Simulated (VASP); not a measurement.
## Tl3Cu: relaxation of cell and atoms with PBE+D4

Tl3Cu:

```
Tl Cu
1.0
     4.71700    0.00000    0.00000
     0.00000    4.71700    0.00000
     0.00000    0.00000    4.71700
Tl Cu
3 1
Cartesian
  2.3585 2.3585 0.0000
  2.3585 0.0000 2.3585
  0.0000 2.3585 2.3585
  0.0000 0.0000 0.0000
```

* Program: VASP 6.6.1
* Task: relaxation of cell and atoms
* Functional: PBE
* Dispersion: D4
* Potentials or basis: VASP PAW PBE potentials, release 64 (Tl_d, Cu)
* Cutoff: 600 eV
* k mesh: 6 × 6 × 6
* Occupations: fermi-dirac, width 0.05 eV
* Spin: no spin polarisation
* Dipole correction: no
* Further INCAR settings: ALGO = Normal; EDIFF = 1e-06; IBRION = 2; EDIFFG = -0.01; NSW = 60; ISIF = 3

```json
{
 "Relaxed volume": "24.64 Å³/atom",
 "Relaxed cell": "a = 4.619 Å, b = 4.619 Å, c = 4.619 Å, α = 90.00°, β = 90.00°, γ = 90.00°",
 "Space group after relaxing (to 0.1 Å)": "Pm-3m (No. 221)",
 "Energy gained by relaxing": "11.0 meV/atom",
 "Ionic steps": "5",
 "Pressure after relaxing": "0.0 GPa",
 "Band gap on the k mesh": "zero (bands 25 and 26 overlap by 3.44 eV)",
 "Dispersion energy per atom": "-0.389 eV"
}
```

The path:
| step | energy change (eV) | largest force (eV/Å) | pressure (GPa) | volume (Å³) |
| --- | --- | --- | --- | --- |
| 1 | 0.0000 | 0.0000 | -2.10 | 104.95 |
| 2 | -0.0423 | 0.0000 | -0.64 | 99.82 |
| 3 | -0.0390 | 0.0000 | 0.78 | 96.67 |
| 4 | -0.0439 | 0.0000 | 0.11 | 98.37 |
| 5 | -0.0440 | 0.0000 | 0.05 | 98.58 |

Final structure:
```yaml
crystal:
  lattice:
    - [4.61948, 0.00000, 0.00000]
    - [0.00000, 4.61948, 0.00000]
    - [0.00000, 0.00000, 4.61948]
  atoms:
    - { symbol: Tl, position: [0.50000, 0.50000, 0.00000] }
    - { symbol: Tl, position: [0.50000, 0.00000, 0.50000] }
    - { symbol: Tl, position: [0.00000, 0.50000, 0.50000] }
    - { symbol: Cu, position: [0.00000, 0.00000, 0.00000] }
```

Levels at points of the mesh, in eV from the Fermi level:
```tsv
k point	band 21	band 22	band 23	band 24	band 25	band 26	band 27	band 28	band 29	band 30
(0.00, 0.00, 0.00)	-2.18	-1.74	-1.74	-1.53	-1.53	-1.53	0.72	4.98	4.98	4.98
(0.50, 0.00, 0.00)	-2.40	-2.19	-2.19	0.00	0.75	0.75	1.57	1.57	2.89	3.00
(0.50, 0.50, 0.00)	-2.35	-2.18	-2.07	-2.01	1.52	2.44	2.44	2.91	3.19	3.19
(0.50, 0.50, 0.50)	-2.51	-2.51	-2.15	-2.15	-1.92	-1.92	-1.92	-0.68	9.37	9.37
```

It took 6 min on 1 thread of Intel(R) Xeon(R) Platinum 8488C (Sapphire Rapids), with other jobs on the host, peak memory 0.29 GiB.

Caveat: spin-orbit coupling is left out, which moves the levels of the heavy elements.
